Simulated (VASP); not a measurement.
Wanted: the native input for a VASP 6.6.1 run.

```
Task                   : relaxation of cell and atoms
Functional             : r2SCAN
Potentials or basis    : VASP PAW PBE potentials, release 64 (Sc_sv, Al)
Cutoff                 : 600 eV
k mesh                 : 2 × 2 × 2
Occupations            : gaussian, width 0.1 eV
Spin                   : no spin polarisation
Dipole correction      : no
Further INCAR settings : ALGO = Normal; EDIFF = 1e-06; IBRION = 2; EDIFFG = -0.01; NSW = 80; ISIF = 3
```

ScAl2:

```
CELL_PARAMETERS angstrom
0.00000 3.77765 3.77765
3.77765 0.00000 3.77765
3.77765 3.77765 0.00000
ATOMIC_POSITIONS crystal
Sc 0.50000 0.50000 0.50000
Sc 0.75000 0.75000 0.75000
Al 0.12500 0.12500 0.12500
Al 0.62500 0.12500 0.12500
Al 0.12500 0.62500 0.12500
Al 0.12500 0.12500 0.62500
```

The input as run:

POSCAR

```
ScAl2
1.0
    0.0000000000      3.7776526849      3.7776526849
    3.7776526849      0.0000000000      3.7776526849
    3.7776526849      3.7776526849      0.0000000000
Sc Al
2 4
Direct
    0.5000000000      0.5000000000      0.5000000000
    0.7500000000      0.7500000000      0.7500000000
    0.1250000000      0.1250000000      0.1250000000
    0.6250000000      0.1250000000      0.1250000000
    0.1250000000      0.6250000000      0.1250000000
    0.1250000000      0.1250000000      0.6250000000
```

INCAR.step1

```
  ALGO = Normal
  EDIFF = 1E-4
  ENCUT = 600
  GGA = PE
  ISMEAR = 0
  LASPH = T
  LCHARG = F
  LREAL = F
  LWAVE = T
  NELM = 100
  PREC = Accurate
  SIGMA = 0.1
```

INCAR.step2

```
  ALGO = Normal
  EDIFF = 1E-6
  EDIFFG = -0.01
  ENCUT = 600
  IBRION = 2
  ISIF = 3
  ISMEAR = 0
  ISTART = 1
  LASPH = T
  LCHARG = F
  LMIXTAU = T
  LREAL = F
  LWAVE = F
  METAGGA = R2SCAN
  NELM = 100
  NSW = 80
  PREC = Accurate
  SIGMA = 0.1
```

KPOINTS

```
k-points
0
Gamma
  2 2 2
```

Potentials or basis: VASP PAW PBE potentials, release 64 (Sc_sv, Al).

Command:

```sh
$ cat potpaw_PBE.64/Sc_sv/POTCAR potpaw_PBE.64/Al/POTCAR > POTCAR
$ cp INCAR.step1 INCAR
$ mpirun -np 1 vasp_std > vasp.out
$ cp INCAR.step2 INCAR
$ mpirun -np 1 vasp_std > vasp.out
```

It gave:

```
Relaxed volume                         : 18.20 Å³/atom
Relaxed cell                           : a = 5.365 Å, b = 5.365 Å, c = 5.365 Å, α = 60.00°, β = 60.00°, γ = 60.00°
Space group after relaxing (to 0.05 Å) : Fd-3m (No. 227)
Energy gained by relaxing              : 0.9 meV/atom
Ionic steps                            : 3
Pressure after relaxing                : 0.0 GPa
Band gap on the k mesh                 : zero (band 17 reaches 7.40 eV, above the bottom of band 18 at 4.73 eV)
```

Caveat: the k points lie up to 0.72 Å⁻¹ apart in the final cell; the PAW data sets were made with another functional, which shifts forces and pressure a little.

Run time: 95 s on 1 thread of Intel(R) Xeon(R) 6975P-C (Granite Rapids), on a shared host, peak memory 0.35 GiB.
